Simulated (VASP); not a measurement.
# Yb (P6_3/mmc) in VASP: further runs

Yb is run at these levels: revpbe exchange, lda correlation; tasks: single point.

Everything below comes from runs of VASP 6.6.1. Logs are shortened: lines on timing, memory, paths and dates and some standing lists are left out, and cuts for length are marked.

## 1. The cell of the first run

The structure is hexagonal, space group P6_3/mmc (No. 194). The conventional cell has a = 3.880 Å, b = 3.880 Å, c = 6.386 Å, α = 90.00°, β = 90.00°, γ = 120.00°. Within 5.1 Å of Yb (site symmetry -6m2) lie 12 Yb at 3.88 to 3.90 Å.

This isn't the form of Yb at room conditions, which is fcc.

## 2. Single point, revpbe exchange, lda correlation

File INCAR:

```
SYSTEM = Yb
ALGO = Normal ; EDIFF = 1E-6
ENCUT = 600 ; GGA = LIBXC
GGA_COMPAT = .False. ; ISIF = 2
ISMEAR = -1 ; LASPH = .True.
LCHARG = .False. ; LIBXC1 = GGA_X_PBE_R
LIBXC2 = LDA_C_PW ; LMAXMIX = 6
LREAL = .False. ; LWAVE = .False.
NBANDS = 31 ; NELM = 200
PREC = Accurate ; SIGMA = 0.2
```

File KPOINTS:

```
k-points
0
Gamma
  8 8 4
  0 0 0
```

File POSCAR:

```
Yb
1.0
    3.8799000000      0.0000000000      0.0000000000
   -1.9399500000      3.3600919600      0.0000000000
    0.0000000000      0.0000000000      6.3859000000
Yb
2
Direct
    0.3333333333      0.6666666667      0.2500000000
    0.6666666667      0.3333333333      0.7500000000
```

Potentials or basis: VASP PAW PBE potentials, release 64 (Yb).

Run with:

```sh
> cat potpaw_PBE.64/Yb/POTCAR > POTCAR
> mpirun -np 1 vasp_std > vasp.out
```

OUTCAR:

```text
SYSTEM = Yb
   EDIFF = 1E-6
   ENCUT = 600
   GGA = LIBXC
   ISIF = 2
   ISMEAR = -1
   LASPH = .True.
   LREAL = .False.
   NELM = 200
   PREC = Accurate

 ion  position               nearest neighbor table
   1  0.333  0.667  0.250-
   2  0.667  0.333  0.750-

  LATTYP: Found a hexagonal cell.
 ALAT       =     3.8799000000
 C/A-ratio  =     1.6458929354

  Lattice vectors:

 A1 = (   3.8799000000,   0.0000000000,   0.0000000000)
 A2 = (  -1.9399500000,   3.3600919600,   0.0000000000)
 A3 = (   0.0000000000,   0.0000000000,   6.3859000000)

Analysis of symmetry for initial positions (statically):
=====================================================================
 Subroutine PRICEL returns:
 Original cell was already a primitive cell.

 Routine SETGRP: Setting up the symmetry group for a
 hexagonal supercell.

 Subroutine GETGRP returns: Found 24 space group operations
 (whereof 12 operations were pure point group operations)
 out of a pool of 24 trial point group operations.

The static configuration has the point symmetry D_3d.
 The point group associated with its full space group is D_6h.

Analysis of symmetry for dynamics (positions and initial velocities):
=====================================================================
 Subroutine PRICEL returns:
 Original cell was already a primitive cell.

 Routine SETGRP: Setting up the symmetry group for a
 hexagonal supercell.

 Subroutine GETGRP returns: Found 24 space group operations
 (whereof 12 operations were pure point group operations)
 out of a pool of 24 trial point group operations.

The dynamic configuration has the point symmetry D_3d.
 The point group associated with its full space group is D_6h.

 Subroutine INISYM returns: Found 24 space group operations
 (whereof 12 operations are pure point group operations),
 and found     1 'primitive' translations

----------------------------------------------------------------------------------------

                                     Primitive cell

  volume of cell :      83.2518

  direct lattice vectors                    reciprocal lattice vectors
     3.879900000  0.000000000  0.000000000     0.257738602  0.148805451  0.000000000
    -1.939950000  3.360091960  0.000000000     0.000000000  0.297610902  0.000000000
     0.000000000  0.000000000  6.385900000     0.000000000  0.000000000  0.156594998

  length of vectors
     3.879900000  3.879899996  6.385900000     0.297610902  0.297610902  0.156594998

  position of ions in fractional coordinates (direct lattice)
     0.333333333  0.666666667  0.250000000
     0.666666667  0.333333333  0.750000000

  ion indices of the primitive-cell ions
   primitive index   ion index
                 1           1
                 2           2

----------------------------------------------------------------------------------------

 KPOINTS: k-points

Automatic generation of k-mesh.
 Grid dimensions read from file:
 generate k-points for:    8    8    4

 Generating k-lattice:

  Cartesian coordinates                     Fractional coordinates (reciprocal lattice)
     0.032217325  0.018600681  0.000000000     0.125000000  0.000000000  0.000000000
     0.000000000  0.037201363  0.000000000     0.000000000  0.125000000  0.000000000
     0.000000000  0.000000000  0.039148750     0.000000000  0.000000000  0.250000000

  Length of vectors
     0.037201363  0.037201363  0.039148750

  Shift w.r.t. Gamma in fractional coordinates (k-lattice)
     0.000000000  0.000000000  0.000000000

 Subroutine IBZKPT returns following result:
 ===========================================

 Found     30 irreducible k-points:

 Following reciprocal coordinates:
            Coordinates               Weight
  0.000000  0.000000  0.000000      1.000000
  0.125000  0.000000  0.000000      6.000000
  0.250000  0.000000  0.000000      6.000000
  0.375000  0.000000  0.000000      6.000000
  0.500000  0.000000  0.000000      3.000000
  0.125000  0.125000  0.000000      6.000000
[... 16 lines left out ...]
  0.250000  0.000000  0.500000      6.000000
  0.375000  0.000000  0.500000      6.000000
 [... further k-points ...]
   k-points           NKPTS =     30   k-points in BZ     NKDIM =     30   number of bands    NBANDS=     31
   number of dos      NEDOS =    301   number of ions     NIONS =      2
   total plane-waves  NPLWV =  55296
   dimension x,y,z NGX =    32 NGY =   32 NGZ =   54
   dimension x,y,z NGXF=    64 NGYF=   64 NGZF=  108
   ions per type =               2
   NGX,Y,Z   is equivalent  to a cutoff of  13.71, 13.71, 14.06 a.u.
   NGXF,Y,Z  is equivalent  to a cutoff of  27.42, 27.42, 28.12 a.u.
 SYSTEM =  Yb
   PREC   = accura    normal or accurate (medium, high low for compatibility)
   ISTART =      0    job   : 0-new  1-cont  2-samecut
   ICHARG =      2    charge: 1-file 2-atom 10-const
   ISPIN  =      1    spin polarized calculation?
   LNONCOLLINEAR =      F non collinear calculations
   LSORBIT =      F    spin-orbit coupling
   LASPH  =      T    aspherical Exc in radial PAW
   ENCUT  =  600.0 eV  44.10 Ry    6.64 a.u.   7.75  7.75 12.75*2*pi/ulx,y,z
   NELM   =    200;   NELMIN=  2; NELMDL= -5     # of ELM steps
   EDIFF  = 0.1E-05   stopping-criterion for ELM
   LREAL  =      F    real-space projection
   EDIFFG = 0.1E-04   stopping-criterion for IOM
   NSW    =      0    number of steps for IOM
   IBRION =     -1    ionic relax: 0-MD 1-quasi-New 2-CG
   NFREE  =      0    steps in history (QN), initial steepest desc. (CG)
   ISIF   =      2    stress and relaxation
   ISYM   =      2    0-nonsym 1-usesym 2-fastsym
   POTIM  = 0.5000    time-step for ionic-motion
   TEBEG  =    0.0;   TEEND  =   0.0 temperature during run
   PSTRESS=    0.0 pullay stress
   NELECT =      48.0000    total number of electrons
   NUPDOWN=      -1.0000    fix difference up-down
   EMIN   =  10.00;   EMAX   =-10.00  energy-range for DOS
   EFERMI =   0.00;   METHOD = LEGACY
   ISMEAR =    -1;   SIGMA  =   0.20  broadening in eV -4-tet -1-fermi 0-gaus
   EFERMI_NEDOS =   21; number of points for ismear=-14 and -15
   IALGO  =     38    algorithm
   IMIX   =      4    mixing-type and parameters
     AMIX     =   0.40;   BMIX     =  1.00
     AMIX_MAG =   1.60;   BMIX_MAG =  1.00
  volume/ion in A,a.u.               =      41.63       280.91
  Fermi-wavevector in a.u.,A,eV,Ry     =   1.362565  2.574875 25.260359  1.856584
  Thomas-Fermi vector in A             =   2.489044
   LORBIT       =      0    0 simple, 1 ext, 2 COOP (PROOUT), +10 PAW based schemes
   GGA     = LIBXC    functional components
   LHFCALC =     F    Hartree Fock is set to
   AEXX    =    0.0000 exact exchange contribution
   IVDW    =     0    specifies the selected vdW correction
   LEPSILON=     F    determine dielectric tensor
   LRPA    =     F    only Hartree local field effects (RPA)
 non-spin polarized calculation
  energy-cutoff  :      600.00
  volume of cell :       83.25
 maximum number of plane-waves:      2810
 NGX is ok and might be reduce to    32
   NGX = 15   NGY = 15   NGZ = 25

 number of electron      48.0000017 magnetization

 Free energy of the ion-electron system (eV)
  ---------------------------------------------------
  ext. energy  EPLUGINS =         0.00000000
  ---------------------------------------------------
  free energy    TOTEN  =        -5.21760558 eV

  energy without entropy =       -4.48839443  energy(sigma->0) =       -4.85300000

 E-fermi :   1.2873     XC(G=0):  -8.6552

 val. band max:        1.2848281047   @ k =   0.5000   0.0000   0.0000
 cond. band min:       1.2885516045   @ k =   0.2500   0.0000   0.0000
 fundamental gap:      0.0037234997
 Fermi energy:         1.2872969385

 k-point     1 :       0.0000    0.0000    0.0000
  band No.  band energies     occupation
      1     -50.9758      2.00000
      2     -50.9684      2.00000
      3     -23.4007      2.00000
      4     -23.2369      2.00000
      5     -23.2369      2.00000
      6     -23.2105      2.00000
[... 23 lines left out ...]
     30       4.3135      0.00000
     31       4.9569      0.00000

 k-point     2 :       0.1250    0.0000    0.0000
  band No.  band energies     occupation
      1     -50.9748      2.00000
      2     -50.9678      2.00000
      3     -23.3913      2.00000
      4     -23.2591      2.00000
      5     -23.2438      2.00000
      6     -23.2335      2.00000
[... 23 lines left out ...]
     30       4.5218      0.00000
     31       4.6084      0.00000

 k-point     3 :       0.2500    0.0000    0.0000
  band No.  band energies     occupation
      1     -50.9722      2.00000
      2     -50.9666      2.00000
      3     -23.3663      2.00000
      4     -23.3131      2.00000
      5     -23.2877      2.00000
      6     -23.2601      2.00000
[... 23 lines left out ...]
     30       4.7686      0.00000
     31       4.8583      0.00000

 k-point     4 :       0.3750    0.0000    0.0000
  band No.  band energies     occupation
      1     -50.9693      2.00000
      2     -50.9657      2.00000
      3     -23.3673      2.00000
      4     -23.3402      2.00000
      5     -23.3349      2.00000
      6     -23.2758      2.00000
[... 23 lines left out ...]
     30       5.5232      0.00000
     31       5.9995      0.00000

 k-point     5 :       0.5000    0.0000    0.0000
  band No.  band energies     occupation
      1     -50.9680      2.00000
      2     -50.9655      2.00000
      3     -23.3898      2.00000
      4     -23.3615      2.00000
      5     -23.3167      2.00000
      6     -23.2822      2.00000
[... 23 lines left out ...]
     30       6.3098      0.00000
     31       6.8880      0.00000
[... 542 lines left out ...]
     30       3.8349      0.00001
     31       6.0654      0.00000

 k-point    22 :       0.1250    0.0000    0.5000
  band No.  band energies     occupation
      1     -50.9713      2.00000
      2     -50.9713      2.00000
      3     -23.3101      2.00000
      4     -23.3101      2.00000
      5     -23.2398      2.00000
      6     -23.2398      2.00000
[... 23 lines left out ...]
     30       4.0367      0.00000
     31       6.0148      0.00000

 k-point    23 :       0.2500    0.0000    0.5000
  band No.  band energies     occupation
      1     -50.9694      2.00000
      2     -50.9694      2.00000
      3     -23.3352      2.00000
      4     -23.3352      2.00000
      5     -23.2613      2.00000
      6     -23.2613      2.00000
[... 23 lines left out ...]
     30       4.4797      0.00000
     31       5.9768      0.00000

 k-point    24 :       0.3750    0.0000    0.5000
  band No.  band energies     occupation
      1     -50.9675      2.00000
      2     -50.9675      2.00000
      3     -23.3785      2.00000
      4     -23.3785      2.00000
      5     -23.2638      2.00000
      6     -23.2638      2.00000
[... 23 lines left out ...]
     30       4.7069      0.00000
     31       6.0706      0.00000

 [... further k-points ...]

------------------------ aborting loop because EDIFF is reached ----------------------------------------

  FORCE on cell =-STRESS in cart. coord.  units (eV):
  Direction    XX          YY          ZZ          XY          YZ          ZX
  --------------------------------------------------------------------------------------
  -------------------------------------------------------------------------------------
  Total        0.3119631      0.3119631      0.1428303     -0.0000000     -0.0000000      0.0000000
  in kB        6.0037143      6.0037143      2.7487619     -0.0000000     -0.0000000      0.0000000
  external PRESSURE =       4.9187302 kB  Pullay stress =       0.0000000 kB

 VOLUME and BASIS-vectors are now :
 -----------------------------------------------------------------------------
  energy-cutoff  :      600.00
  volume of cell :       83.25
      direct lattice vectors                 reciprocal lattice vectors
     3.879900000  0.000000000  0.000000000     0.257738602  0.148805451  0.000000000
    -1.939950000  3.360091960  0.000000000     0.000000000  0.297610902  0.000000000
     0.000000000  0.000000000  6.385900000     0.000000000  0.000000000  0.156594998

 POSITION                                       TOTAL-FORCE (eV/Angst)
 -----------------------------------------------------------------------------------
     -0.00000      2.24006      1.59648         0.000000     -0.000000      0.000000
      1.93995      1.12003      4.78943        -0.000000      0.000000      0.000000
 -----------------------------------------------------------------------------------
    total drift:                               -0.000000      0.000000     -0.000000

  FREE ENERGIE OF THE ION-ELECTRON SYSTEM (eV)
  ---------------------------------------------------
  free  energy   TOTEN  =        -5.2176055769 eV

  energy  without entropy=       -4.4883944253  energy(sigma->0) =       -4.85300000
```

Wall time 2.9 min (1 thread of Intel Xeon Platinum 8488C (Sapphire Rapids), shared host); peak memory 0.29 GiB.

What came out:

```yaml
Free_energy: -5.2176 eV
Pressure: 0.5 GPa
Band_gap_on_the_k_mesh: zero (bands 24 and 25 overlap by 0.17 eV)
```

Stress tensor (GPa, compression positive):
```
0.60 0.00 0.00
0.00 0.60 0.00
0.00 0.00 0.27
```

Caveat: the PAW data sets were made with another functional, which shifts forces and pressure a little; spin-orbit coupling is left out, which moves the levels of the heavy elements. Spin polarisation is off, so any magnetic state and its effect on volume and gap are missing.

## 3. Single point, revpbe exchange, lda correlation

File INCAR:

```
PREC = Accurate ; ENCUT = 600
EDIFF = 1E-6 ; ISMEAR = -1
SIGMA = 0.2 ; LREAL = False
LASPH = True ; NELM = 200
ALGO = Normal ; ISIF = 2
LWAVE = False ; LCHARG = False
GGA = LIBXC ; LIBXC1 = GGA_X_PBE_R
LIBXC2 = LDA_C_PW ; NBANDS = 31
GGA_COMPAT = False ; LMAXMIX = 6
```

File KPOINTS:

```
regular mesh
0
Gamma
  8 8 4
```

POSCAR is that of step 2.

Potentials or basis: VASP PAW PBE potentials, release 64 (Yb).

Run with:

```sh
> cat potpaw_PBE.64/Yb/POTCAR > POTCAR
> mpirun -np 1 vasp_std > vasp.out
```

OUTCAR:

```text
PREC = Accurate
   ENCUT = 600
   EDIFF = 1E-6
   ISMEAR = -1
   LREAL = False
   LASPH = True
   NELM = 200
   ISIF = 2
   GGA = LIBXC

 ion  position               nearest neighbor table
   1  0.333  0.667  0.250-
   2  0.667  0.333  0.750-

  LATTYP: Found a hexagonal cell.
 ALAT       =     3.8799000000
 C/A-ratio  =     1.6458929354

  Lattice vectors:

 A1 = (   3.8799000000,   0.0000000000,   0.0000000000)
 A2 = (  -1.9399500000,   3.3600919600,   0.0000000000)
 A3 = (   0.0000000000,   0.0000000000,   6.3859000000)

Analysis of symmetry for initial positions (statically):
=====================================================================
 Subroutine PRICEL returns:
 Original cell was already a primitive cell.

 Routine SETGRP: Setting up the symmetry group for a
 hexagonal supercell.

 Subroutine GETGRP returns: Found 24 space group operations
 (whereof 12 operations were pure point group operations)
 out of a pool of 24 trial point group operations.
[... 159 lines left out ...]
  ext. energy  EPLUGINS =         0.00000000
  ---------------------------------------------------
  free energy    TOTEN  =        -5.21760558 eV

  energy without entropy =       -4.48839443  energy(sigma->0) =       -4.85300000

 E-fermi :   1.2873     XC(G=0):  -8.6552

 val. band max:        1.2848281047   @ k =   0.5000   0.0000   0.0000
 cond. band min:       1.2885516045   @ k =   0.2500   0.0000   0.0000
 fundamental gap:      0.0037234997
 Fermi energy:         1.2872969385

 k-point     1 :       0.0000    0.0000    0.0000
  band No.  band energies     occupation
      1     -50.9758      2.00000
      2     -50.9684      2.00000
      3     -23.4007      2.00000
      4     -23.2369      2.00000
      5     -23.2369      2.00000
      6     -23.2105      2.00000
[... 805 lines left out ...]
     30       4.7069      0.00000
     31       6.0706      0.00000

 [... further k-points ...]

------------------------ aborting loop because EDIFF is reached ----------------------------------------

  FORCE on cell =-STRESS in cart. coord.  units (eV):
  Direction    XX          YY          ZZ          XY          YZ          ZX
  --------------------------------------------------------------------------------------
  -------------------------------------------------------------------------------------
  Total        0.3119631      0.3119631      0.1428303     -0.0000000     -0.0000000      0.0000000
  in kB        6.0037143      6.0037143      2.7487619     -0.0000000     -0.0000000      0.0000000
  external PRESSURE =       4.9187302 kB  Pullay stress =       0.0000000 kB

 VOLUME and BASIS-vectors are now :
 -----------------------------------------------------------------------------
  energy-cutoff  :      600.00
  volume of cell :       83.25
      direct lattice vectors                 reciprocal lattice vectors
     3.879900000  0.000000000  0.000000000     0.257738602  0.148805451  0.000000000
    -1.939950000  3.360091960  0.000000000     0.000000000  0.297610902  0.000000000
     0.000000000  0.000000000  6.385900000     0.000000000  0.000000000  0.156594998

 POSITION                                       TOTAL-FORCE (eV/Angst)
 -----------------------------------------------------------------------------------
     -0.00000      2.24006      1.59648         0.000000     -0.000000      0.000000
      1.93995      1.12003      4.78943        -0.000000      0.000000      0.000000
 -----------------------------------------------------------------------------------
    total drift:                               -0.000000      0.000000     -0.000000

  FREE ENERGIE OF THE ION-ELECTRON SYSTEM (eV)
  ---------------------------------------------------
  free  energy   TOTEN  =        -5.2176055769 eV

  energy  without entropy=       -4.4883944253  energy(sigma->0) =       -4.85300000
```

stdout:

```text
POSCAR found type information on POSCAR Yb
 POSCAR found :  1 types and       2 ions
 scaLAPACK will be used
 -----------------------------------------------------------------------------
|                                                                             |
|                                                                             |
|     You enforced a specific xc type in the INCAR file but a different       |
|     I HOPE YOU KNOW WHAT YOU ARE DOING!                                     |
|                                                                             |
 -----------------------------------------------------------------------------

 LDA part: xc-table for (None,None), standard interpolation
 POSCAR, INCAR and KPOINTS ok, starting setup
 FFT: planning ... GRIDC
 FFT: planning ... GRID_SOFT
 FFT: planning ... GRID
 WAVECAR not read
 entering main loop
```

It took 3.2 min on 1 thread of Intel Xeon Platinum 8488C (Sapphire Rapids), shared host; peak memory 0.29 GiB.

What came out:

```yaml
Free_energy: -5.2176 eV
Pressure: 0.5 GPa
Band_gap_on_the_k_mesh: zero (bands 24 and 25 overlap by 0.17 eV)
```

Stress tensor (GPa, compression positive):
```
0.60 0.00 0.00
0.00 0.60 0.00
0.00 0.00 0.27
```

Caveat: the PAW data sets were made with another functional, which shifts forces and pressure a little; spin-orbit coupling is left out, which moves the levels of the heavy elements. Spin polarisation is off, so any magnetic state and its effect on volume and gap are missing.
